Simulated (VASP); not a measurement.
# BaTiO3 (Amm2) in VASP: notebook

Aim: see how the results for BaTiO3 move with the level of theory and the settings. Levels: PBEsol+D3(BJ), PBEsol+D4, PBEsol. Tasks: single point, relaxation of cell and atoms.

All numbers are computed with VASP 6.6.1; they aren't measurements. Logs are shortened: lines on timing, memory, paths and dates and some standing lists are left out, and cuts for length are marked.

## (1) The cell of the first run

The structure is orthorhombic, space group Amm2 (No. 38). The conventional cell has a = 3.937 Å, b = 5.604 Å, c = 5.615 Å, α = 90.00°, β = 90.00°, γ = 90.00°. Ba (site symmetry mm2) has 12 O at 2.74 to 2.87 Å and 8 Ti at 3.38 to 3.48 Å within 3.6 Å. Ti (site symmetry mm2) has 6 O at 1.88 to 2.09 Å within 2.5 Å. Within 2.5 Å of O (site symmetry m) lie 2 Ti at 1.88 to 2.09 Å. Within 2.6 Å of O (site symmetry mm2) lie 2 Ti at 1.97 Å.

## (2) Single point, PBEsol+D3(BJ)

Contents of INCAR:

```
SYSTEM = BaTiO3
PREC = Accurate
ENCUT = 520
EDIFF = 1E-6
ISMEAR = -1
SIGMA = 0.05
LREAL = .False.
LASPH = .True.
NELM = 60
ALGO = Normal
ISIF = 2
LWAVE = .False.
LCHARG = .False.
GGA = PS
IVDW = 12
NBANDS = 28
```

Contents of KPOINTS:

```
regular mesh
0
Gamma
  7 7 7
  0 0 0
```

Contents of POSCAR:

```
BaTiO3
1.0
    3.9367321089      0.0000000000      0.0000000000
    0.0000000000      2.8020612482      2.8072839053
    0.0000000000     -2.8020612482      2.8072839053
Ba Ti O
1 1 3
Direct
    0.0000000000      0.0046872616      0.0046872616
    0.5000000000      0.5149757106      0.5149757106
    0.5000000000      0.9891853068      0.4945355436
    0.5000000000      0.4945355436      0.9891853068
    0.0000000000      0.4934961774      0.4934961774
```

Potentials or basis: VASP PAW PBE potentials, release 64 (Ba_sv, Ti_sv, O).

Run with:

```
$ cat potpaw_PBE.64/Ba_sv/POTCAR potpaw_PBE.64/Ti_sv/POTCAR potpaw_PBE.64/O/POTCAR > POTCAR
$ mpirun -np 1 vasp_std > vasp.out
```

OUTCAR:

```text
SYSTEM = BaTiO3
   PREC = Accurate
   ENCUT = 520
   EDIFF = 1E-6
   ISMEAR = -1
   LREAL = .False.
   LASPH = .True.
   NELM = 60
   ISIF = 2
   GGA = PS
   IVDW = 12
 IVDW          = 12

 ion  position               nearest neighbor table
   1  0.000  0.005  0.005-   5 2.74   4 2.77   3 2.77   3 2.77   4 2.77   5 2.80   5 2.80   4 2.82
                             3 2.82   3 2.82   4 2.82   5 2.87   2 3.38   2 3.38   2 3.42   2 3.42
   2  0.500  0.515  0.515-   3 1.88   4 1.88   5 1.97   5 1.97   3 2.09   4 2.09   1 3.38   1 3.38
                             1 3.42   1 3.42   1 3.42   1 3.42   1 3.48   1 3.48
   3  0.500  0.989  0.495-   2 1.88   2 2.09   1 2.77   1 2.77   1 2.82   1 2.82
   4  0.500  0.495  0.989-   2 1.88   2 2.09   1 2.77   1 2.77   1 2.82   1 2.82
   5  0.000  0.493  0.493-   2 1.97   2 1.97   1 2.74   1 2.80   1 2.80   1 2.87

  LATTYP: Found a base centered orthorhombic cell.
 ALAT       =     5.6041224964
 B/A-ratio  =     1.0018638626
 C/A-ratio  =     0.7024707457

  Lattice vectors:

 A1 = (   0.0000000000,   2.8020612482,  -2.8072839053)
 A2 = (   0.0000000000,   2.8020612482,   2.8072839053)
 A3 = (   3.9367321089,   0.0000000000,   0.0000000000)

Analysis of symmetry for initial positions (statically):
=====================================================================
 Subroutine PRICEL returns:
 Original cell was already a primitive cell.

 Routine SETGRP: Setting up the symmetry group for a
 base centered orthorhombic supercell.

 Subroutine GETGRP returns: Found  4 space group operations
 (whereof  4 operations were pure point group operations)
 out of a pool of  8 trial point group operations.

The static configuration has the point symmetry C_2v.

Analysis of symmetry for dynamics (positions and initial velocities):
=====================================================================
 Subroutine PRICEL returns:
 Original cell was already a primitive cell.

 Routine SETGRP: Setting up the symmetry group for a
 base centered orthorhombic supercell.

 Subroutine GETGRP returns: Found  4 space group operations
 (whereof  4 operations were pure point group operations)
 out of a pool of  8 trial point group operations.

The dynamic configuration has the point symmetry C_2v.

 Subroutine INISYM returns: Found  4 space group operations
 (whereof  4 operations are pure point group operations),
[... 101 lines left out ...]
   NELM   =     60;   NELMIN=  2; NELMDL= -5     # of ELM steps
   EDIFF  = 0.1E-05   stopping-criterion for ELM
   LREAL  =      F    real-space projection
   EDIFFG = 0.1E-04   stopping-criterion for IOM
   NSW    =      0    number of steps for IOM
   IBRION =     -1    ionic relax: 0-MD 1-quasi-New 2-CG
   NFREE  =      0    steps in history (QN), initial steepest desc. (CG)
   ISIF   =      2    stress and relaxation
   ISYM   =      2    0-nonsym 1-usesym 2-fastsym
   POTIM  = 0.5000    time-step for ionic-motion
   TEBEG  =    0.0;   TEEND  =   0.0 temperature during run
   PSTRESS=    0.0 pullay stress
   NELECT =      40.0000    total number of electrons
   NUPDOWN=      -1.0000    fix difference up-down
   EMIN   =  10.00;   EMAX   =-10.00  energy-range for DOS
   EFERMI =   0.00;   METHOD = LEGACY
   ISMEAR =    -1;   SIGMA  =   0.05  broadening in eV -4-tet -1-fermi 0-gaus
   EFERMI_NEDOS =   21; number of points for ismear=-14 and -15
   IALGO  =     38    algorithm
   IMIX   =      4    mixing-type and parameters
     AMIX     =   0.40;   BMIX     =  1.00
     AMIX_MAG =   1.60;   BMIX_MAG =  1.00
  volume/ion in A,a.u.               =      12.39        83.59
  Fermi-wavevector in a.u.,A,eV,Ry     =   1.415093  2.674137 27.245494  2.002487
  Thomas-Fermi vector in A             =   2.536567
   LORBIT       =      0    0 simple, 1 ext, 2 COOP (PROOUT), +10 PAW based schemes
   GGA     = PS    functional components
   LHFCALC =     F    Hartree Fock is set to
   AEXX    =    0.0000 exact exchange contribution
   IVDW    =    12    specifies the selected vdW correction
   LEPSILON=     F    determine dielectric tensor
   LRPA    =     F    only Hartree local field effects (RPA)
 non-spin polarized calculation
  energy-cutoff  :      520.00
  volume of cell :       61.93
 maximum number of plane-waves:      1711
 NGX is ok and might be reduce to    30
   NGX = 15   NGY = 15   NGZ = 15

 number of electron      40.0000001 magnetization

 Free energy of the ion-electron system (eV)
  ---------------------------------------------------
  ext. energy  EPLUGINS =         0.00000000
  ---------------------------------------------------
  free energy    TOTEN  =       -41.97001246 eV

  energy without entropy =      -41.97001246  energy(sigma->0) =      -41.97001246

 E-fermi :   5.0083     XC(G=0): -11.6944

 val. band max:        3.8788778820   @ k =   0.4286   0.4286   0.4286
 cond. band min:       5.9388042940   @ k =   0.0000   0.0000   0.0000
 fundamental gap:      2.0599264120
 Fermi energy:         5.0082565671

 k-point     1 :       0.0000    0.0000    0.0000
  band No.  band energies     occupation
      1     -52.1335      2.00000
      2     -28.5095      2.00000
      3     -28.5050      2.00000
      4     -28.4812      2.00000
      5     -20.7410      2.00000
      6     -12.9265      2.00000
[... 733 lines left out ...]
     27      12.4545      0.00000
     28      12.5989      0.00000

 [... further k-points ...]

------------------------ aborting loop because EDIFF is reached ----------------------------------------

 Edisp (eV)   -1.36951

 E8    (eV) :    -0.9485

  FORCE on cell =-STRESS in cart. coord.  units (eV):
  Direction    XX          YY          ZZ          XY          YZ          ZX
  --------------------------------------------------------------------------------------
  -------------------------------------------------------------------------------------
  Total       0.61715     0.63524     0.62101     0.00000     0.00000     0.00000
  in kB      15.96507    16.43306    16.06502     0.00000     0.00000     0.00000
  external pressure =       16.15 kB  Pullay stress =        0.00 kB

 VOLUME and BASIS-vectors are now :
 -----------------------------------------------------------------------------
  energy-cutoff  :      520.00
  volume of cell :       61.93
      direct lattice vectors                 reciprocal lattice vectors
     3.936732109  0.000000000  0.000000000     0.254017793  0.000000000  0.000000000
     0.000000000  2.802061248  2.807283905     0.000000000  0.178440068  0.178108099
     0.000000000 -2.802061248  2.807283905     0.000000000 -0.178440068  0.178108099

 POSITION                                       TOTAL-FORCE (eV/Angst)
 -----------------------------------------------------------------------------------
      0.00000      0.00000      0.02632         0.000000      0.000000     -0.028160
      1.96837      0.00000      2.89137         0.000000      0.000000     -0.041360
      1.96837      1.38604      4.16523         0.000000      0.016555      0.028702
      1.96837     -1.38604      4.16523         0.000000     -0.016555      0.028702
      0.00000      0.00000      2.77077         0.000000      0.000000      0.012117
 -----------------------------------------------------------------------------------
    total drift:                                0.000000      0.000003     -0.000128

  FREE ENERGIE OF THE ION-ELECTRON SYSTEM (eV)
  ---------------------------------------------------
  free  energy   TOTEN  =       -43.3395206060 eV

  energy  without entropy=      -43.3395206058  energy(sigma->0) =      -43.33952061
```

stdout:

```text
POSCAR found type information on POSCAR BaTiO
 POSCAR found :  3 types and       5 ions
 scaLAPACK will be used
 -----------------------------------------------------------------------------
|                                                                             |
|                                                                             |
|     You enforced a specific xc type in the INCAR file but a different       |
|     I HOPE YOU KNOW WHAT YOU ARE DOING!                                     |
|                                                                             |
 -----------------------------------------------------------------------------

 LDA part: xc-table for (Slater+PW92), standard interpolation
 POSCAR, INCAR and KPOINTS ok, starting setup
 FFT: planning ... GRIDC
 FFT: planning ... GRID_SOFT
 FFT: planning ... GRID
 WAVECAR not read
 entering main loop
```

It took 3 min on 1 thread of Intel Xeon 8259CL, shared host; peak memory 0.26 GiB.

Results:

* Free energy: -43.3395 eV
* Pressure: 1.6 GPa
* Largest force: 0.041 eV/Å
* Band gap on the k mesh: 2.06 eV (least direct gap 2.22 eV)
* Dispersion energy per atom: -0.274 eV

Forces in eV/Å, atoms in the order of the input:
```
Ba   0.000  0.000 -0.028
Ti   0.000  0.000 -0.041
O    0.000  0.017  0.029
O    0.000 -0.017  0.029
O    0.000  0.000  0.012
```

Caveat: three body term missing; the PAW data sets were made with another functional, which shifts forces and pressure a little; spin-orbit coupling is left out, which moves the levels of the heavy elements. Expect the measured gap to be larger: semilocal functionals such as PBEsol lack the derivative discontinuity.

## (3) Single point, PBEsol+D4

This run uses another cell than the first one, of 12.51 Å³/atom.

Contents of INCAR:

```
PREC     = Accurate       # precision mode
ENCUT    = 520            # plane-wave cutoff, eV
EDIFF    = 1E-7           # SCF threshold, eV
ISMEAR   = -1             # smearing method
SIGMA    = 0.05           # smearing width, eV
LREAL    = F              # projectors in reciprocal space
LASPH    = T              # aspherical terms in the spheres
NELM     = 60             # most SCF steps
ALGO     = Normal         # electronic algorithm
ISIF     = 2              # what is computed and relaxed
LWAVE    = F              # write WAVECAR
LCHARG   = F              # write CHGCAR
GGA      = PS             # functional
IVDW     = 13             # dispersion correction
NBANDS   = 28             # bands
```

Contents of KPOINTS:

```
Automatic mesh
0
Gamma
  7 7 7
```

Contents of POSCAR:

```
BaTiO3
1.0
    3.9418264892      0.0000000000      0.0000000000
    0.0000000000      2.8133561191      2.8208995606
    0.0000000000     -2.8133561191      2.8208995606
Ba Ti O
1 1 3
Direct
    0.0000000000      0.0059646006      0.0059646006
    0.5000000000      0.5174050756      0.5174050756
    0.5000000000      0.9869988404      0.4940526620
    0.5000000000      0.4940526620      0.9869988404
    0.0000000000      0.4924588215      0.4924588215
```

Potentials or basis: VASP PAW PBE potentials, release 64 (Ba_sv, Ti_sv, O).

Run with:

```
$ cat potpaw_PBE.64/Ba_sv/POTCAR potpaw_PBE.64/Ti_sv/POTCAR potpaw_PBE.64/O/POTCAR > POTCAR
$ mpirun -np 1 vasp_std > vasp.out
```

Run time: 3.2 min. Hardware: 1 thread of Intel Xeon 8259CL, shared host; peak memory 0.25 GiB.

It converged, with:

| Item | Value |
| --- | --- |
| Free energy | -42.6269 eV |
| Pressure | 2.1 GPa |
| Largest force | 0.048 eV/Å |
| Band gap on the k mesh | 2.12 eV (least direct gap 2.33 eV) |
| Dispersion energy per atom | -0.128 eV |

Forces on the atoms (eV/Å):
```
Ba   0.000  0.000 -0.035
Ti   0.000  0.000 -0.048
O    0.000  0.019  0.034
O    0.000 -0.019  0.034
O    0.000  0.000  0.015
```

Levels at points of the mesh, in eV from the valence-band top:
| k point | band 18 | band 19 | band 20 | band 21 | band 22 | band 23 |
| --- | --- | --- | --- | --- | --- | --- |
| (0.00, 0.00, 0.00) | -0.30 | -0.29 | -0.21 | 2.12 | 2.27 | 2.34 |

Caveat: the PAW data sets were made with another functional, which shifts forces and pressure a little; spin-orbit coupling is left out, which moves the levels of the heavy elements. A k mesh can miss the band edges.

## (4) Relaxation of cell and atoms, PBEsol, target pressure 10 GPa, at which the enthalpy is minimised

This run uses another cell than the first one, of 12.87 Å³/atom.

Contents of INCAR:

```
PREC = Accurate
ENCUT = 600
EDIFF = 1E-6
ISMEAR = -1
SIGMA = 0.05
LREAL = False
LASPH = True
NELM = 60
ALGO = Normal
ISIF = 3
LWAVE = False
LCHARG = False
GGA = PS
IBRION = 2
NSW = 60
EDIFFG = -0.01
PSTRESS = 100.0
```

KPOINTS is that of step 3.

Contents of POSCAR:

```
BaTiO3
1.0
    3.9855000000      0.0000000000      0.0000000000
    0.0000000000      2.8369000000      2.8451500000
    0.0000000000     -2.8369000000      2.8451500000
Ba Ti O
1 1 3
Direct
    0.0000000000      0.0000000000      0.0000000000
    0.5000000000      0.5124000000      0.5124000000
    0.5000000000      0.9918400000      0.5052400000
    0.5000000000      0.5052400000      0.9918400000
    0.0000000000      0.4874000000      0.4874000000
```

Potentials or basis: VASP PAW PBE potentials, release 64 (Ba_sv, Ti_sv, O).

Run with:

```
$ cat potpaw_PBE.64/Ba_sv/POTCAR potpaw_PBE.64/Ti_sv/POTCAR potpaw_PBE.64/O/POTCAR > POTCAR
$ mpirun -np 1 vasp_std > vasp.out
```

OUTCAR:

```text
PREC = Accurate
   ENCUT = 600
   EDIFF = 1E-6
   ISMEAR = -1
   LREAL = False
   LASPH = True
   NELM = 60
   ISIF = 3
   GGA = PS
   IBRION = 2
   NSW = 60
   EDIFFG = -0.01
   PSTRESS = 100.0

 ion  position               nearest neighbor table
   1  0.000  0.000  0.000-   5 2.77   4 2.81   3 2.81   3 2.81   4 2.81   5 2.84   5 2.84   4 2.84
                             3 2.84   3 2.84   4 2.84   5 2.92   2 3.42   2 3.42   2 3.47   2 3.47
   2  0.500  0.512  0.512-   3 1.93   4 1.93   5 2.00   5 2.00   3 2.09   4 2.09   1 3.42   1 3.42
                             1 3.47   1 3.47   1 3.47   1 3.47   1 3.53   1 3.53
   3  0.500  0.992  0.505-   2 1.93   2 2.09   1 2.81   1 2.81   1 2.84   1 2.84
   4  0.500  0.505  0.992-   2 1.93   2 2.09   1 2.81   1 2.81   1 2.84   1 2.84
   5  0.000  0.487  0.487-   2 2.00   2 2.00   1 2.77   1 2.84   1 2.84   1 2.92

  LATTYP: Found a base centered orthorhombic cell.
 ALAT       =     5.6738000000
 B/A-ratio  =     1.0029081039
 C/A-ratio  =     0.7024392823

  Lattice vectors:

 A1 = (   0.0000000000,   2.8369000000,  -2.8451500000)
[... 191 lines left out ...]
  -------------------------------------------------------------------------------------
  Total       -0.8724799     -0.8153122     -1.0674535      0.0000000      0.0000000      0.0000000
  in kB      -21.7272130    -20.3035743    -26.5826063      0.0000000      0.0000000      0.0000000
  external PRESSURE =    -122.8711312 kB  Pullay stress =     100.0000000 kB
[... 106 lines left out ...]
  energy  without entropy=      -41.9039000242  energy(sigma->0) =      -41.90390002

  enthalpy is  TOTEN    =       -38.1297667619 eV   P V=        3.7741332625

[... ionic steps 4 to 15 ...]

--------------------------------------- Ionic step       16  -------------------------------------------

 number of electron      39.9999991 magnetization

------------------------ aborting loop because EDIFF is reached ----------------------------------------
[... 77 lines left out ...]
--------------------------------------- Ionic step       18  -------------------------------------------

 number of electron      39.9999989 magnetization

 Free energy of the ion-electron system (eV)
  ---------------------------------------------------
  ext. energy  EPLUGINS =         0.00000000
  ---------------------------------------------------
  free energy    TOTEN  =       -41.90031333 eV

  energy without entropy =      -41.90031333  energy(sigma->0) =      -41.90031333

 E-fermi :   5.1246     XC(G=0): -11.8566

 val. band max:        4.1261091420   @ k =   0.4286   0.4286   0.4286
 cond. band min:       6.0467221781   @ k =   0.0000   0.0000   0.0000
 fundamental gap:      1.9206130361
 Fermi energy:         5.1245783468

 k-point     1 :       0.0000    0.0000    0.0000
  band No.  band energies     occupation
      1     -51.8787      2.00000
      2     -28.2478      2.00000
      3     -28.2473      2.00000
      4     -28.2437      2.00000
      5     -20.4371      2.00000
      6     -12.7535      2.00000
[... 637 lines left out ...]
     23       8.1820      0.00000
     24      10.0388      0.00000

 [... further k-points ...]
[... 5 lines left out ...]
  --------------------------------------------------------------------------------------
  -------------------------------------------------------------------------------------
  Total        3.7400447      3.7470366      3.7973160      0.0000000      0.0000000      0.0000000
  in kB       99.6220255     99.8082673    101.1475391      0.0000000      0.0000000      0.0000000
  external PRESSURE =       0.1926106 kB  Pullay stress =     100.0000000 kB
[... 24 lines left out ...]
  energy  without entropy=      -41.9003133290  energy(sigma->0) =      -41.90031333

  enthalpy is  TOTEN    =       -38.1460786141 eV   P V=        3.7542347156

 reached required accuracy - stopping structural energy minimisation
```

Run time: 22 min. Hardware: 1 thread of Intel Xeon 8259CL, shared host; peak memory 0.29 GiB.

Results:

```
Free energy                                                : -41.9003 eV
Relaxed volume                                             : 12.03 Å³/atom
Relaxed cell                                               : a = 3.917 Å, b = 3.919 Å, c = 3.919 Å, α = 90.02°, β = 90.00°, γ = 90.00°
Space group after relaxing (to 0.1 Å)                      : Pm-3m (No. 221)
Energy change on relaxing (the run minimises the enthalpy) : +16.5 meV/atom
Ionic steps                                                : 18
Pressure after relaxing                                    : 10.0 GPa
Largest force after relaxing                               : 0.006 eV/Å
Band gap on the k mesh                                     : 1.92 eV (least direct gap 1.95 eV)
```

Forces on the atoms (eV/Å):
```
Ba   0.000  0.000 -0.005
Ti   0.000  0.000 -0.005
O    0.000  0.005  0.003
O    0.000 -0.005  0.003
O    0.000  0.000  0.004
```

Stress tensor (GPa, compression positive):
```
 9.96  0.00  0.00
 0.00  9.98  0.00
 0.00  0.00 10.11
```

Step by step:
```
step  energy change (eV)  largest force (eV/Å)  pressure (GPa)  volume (Å³)
   1              0.0000                0.2792           -2.29        64.34
   2              0.6985                0.8468           32.24        55.58
   3              0.0788                0.2653            9.75        60.47
   4              0.0835                0.2704           10.03        60.39
   5              0.0814                0.1605           10.05        60.30
   6              0.0857                0.1852           10.19        60.17
   7              0.0765                0.1099            9.83        60.27
   8              0.0729                0.0733            9.61        60.32
   9              0.0905                0.0395           10.66        60.03
  10              0.0839                0.0495           10.29        60.14
  11              0.0788                0.0241            9.99        60.21
  12              0.0790                0.0239            9.98        60.21
  13              0.0791                0.0230            9.95        60.21
  14              0.0792                0.0236            9.90        60.20
  15              0.0825                0.0222           10.06        60.15
  16              0.0844                0.0215           10.14        60.12
  17              0.0836                0.0145           10.11        60.13
  18              0.0824                0.0056           10.02        60.15
```

Final structure:
```
CELL_PARAMETERS angstrom
3.91663 0.00000 0.00000
0.00000 2.77150 2.77060
0.00000 -2.77150 2.77060
ATOMIC_POSITIONS crystal
Ba 0.00000 0.00106 0.00106
Ti 0.50000 0.50521 0.50521
O 0.50000 0.99603 0.49740
O 0.50000 0.49740 0.99603
O 0.00000 0.49718 0.49718
```

Caveat: the cell is relaxed towards a set pressure, so the run minimises the enthalpy, not the energy; the PAW data sets were made with another functional, which shifts forces and pressure a little; spin-orbit coupling is left out, which moves the levels of the heavy elements. A k mesh can miss the band edges.

(Part 1 of 2 ends here.)
